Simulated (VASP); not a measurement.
Here is a VASP 6.6.1 calculation.

The input INCAR:

```
SYSTEM = Na
ALGO = Normal ; EDIFF = 1E-8
ENCUT = 400 ; GGA = PE
GGA_COMPAT = .False. ; ISIF = 2
ISMEAR = -1 ; LASPH = .True.
LCHARG = .False. ; LEFG = .True.
LREAL = .False. ; LWAVE = .False.
NBANDS = 10 ; NELM = 120
PREC = Accurate ; SIGMA = 0.05
```

Contents of KPOINTS:

```
k-points
0
Gamma
  12 12 12
  0 0 0
```

File POSCAR:

```
Na
1.0
   -2.1032881624      2.1032881624      2.1032881624
    2.1032881624     -2.1032881624      2.1032881624
    2.1032881624      2.1032881624     -2.1032881624
Na
1
Direct
    0.0000000000      0.0000000000      0.0000000000
```

Potentials or basis: VASP PAW PBE potentials, release 64 (Na_pv).

Run with:

```bash
$ cat potpaw_PBE.64/Na_pv/POTCAR > POTCAR
$ mpirun -np 1 vasp_std > vasp.out
```

(1) Estimate the pressure.

(2) Estimate the band gap on the k mesh.

Results:

(1) -0.2 GPa.

(2) zero (an odd number of electrons rules out a gap without spin polarisation).
